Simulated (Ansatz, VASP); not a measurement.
Two plane-wave programs on Al

INCAR

```
PREC = Accurate ; ENCUT = 520
EDIFF = 1E-6 ; ISMEAR = 0
SIGMA = 0.15 ; LREAL = False
LASPH = True ; NELM = 80
ALGO = Normal ; ISIF = 2
LWAVE = False ; LCHARG = False
GGA = PS ; IVDW = 12
NBANDS = 10
```

Contents of KPOINTS:

```
regular mesh
0
Gamma
  18 18 10
```

File POSCAR:

```
Al
1.0
    2.7421439677      0.0000000000      0.0000000000
   -1.3710719838      2.3747663369      0.0000000000
    0.0000000000      0.0000000000      4.6235075000
Al
2
Direct
    0.6666666667      0.3333333333      0.7500000000
    0.3333333333      0.6666666667      0.2500000000
```

Input for Ansatz:

```yaml
crystal:
  lattice:
    - [2.7421439677, 0.0, 0.0]
    - [-1.3710719838, 2.3747663369, 0.0]
    - [0.0, 0.0, 4.6235075]
  atoms:
    - { symbol: Al, position: [0.6666666667, 0.3333333333, 0.75] }
    - { symbol: Al, position: [0.3333333333, 0.6666666667, 0.25] }
basis:
  ecutwfc: 420
kpoints:
  mp_grid: { grid: [18, 18, 10] }
hamiltonian:
  xc: pbesol
  dispersion: d3bj
scf:
  occupations: { method: gaussian, width: 0.15 }
output:
  forces: true
  stress: true
  eigenvalues: true
```

Change from the starting cell: strain -0.025 along x and y, -0.050 along z, atoms carried along.

Alike in both runs: task single point; functional PBEsol; dispersion D3(BJ); k mesh 18 × 18 × 10; occupations gaussian, width 0.15 eV; no spin polarisation.

|  | VASP | Ansatz |
| --- | --- | --- |
| version | VASP 6.6.1 | Ansatz 0.2.0 |
| potentials or method | VASP PAW PBE potentials, release 64 (Al), cutoff 520 eV | scalar-relativistic, plane waves, PAW |
| valence electrons in the cell | 6 | 6 |

Ansatz gave:

```
gap on the k mesh at the Fermi level (eV)                     : none
pressure (GPa)                                                : 3.9
traceless stress, the component that is largest in VASP (GPa) : -0.88
```

Task: Estimate VASP's values.

Result: gap on the k mesh at the Fermi level (eV): none; pressure (GPa): 4.0; traceless stress, the component that is largest in VASP (GPa): -0.89.

VASP's potentials were made for PBE, not for PBEsol. A gap of «none» marks a metal or a gap that the smearing closes.
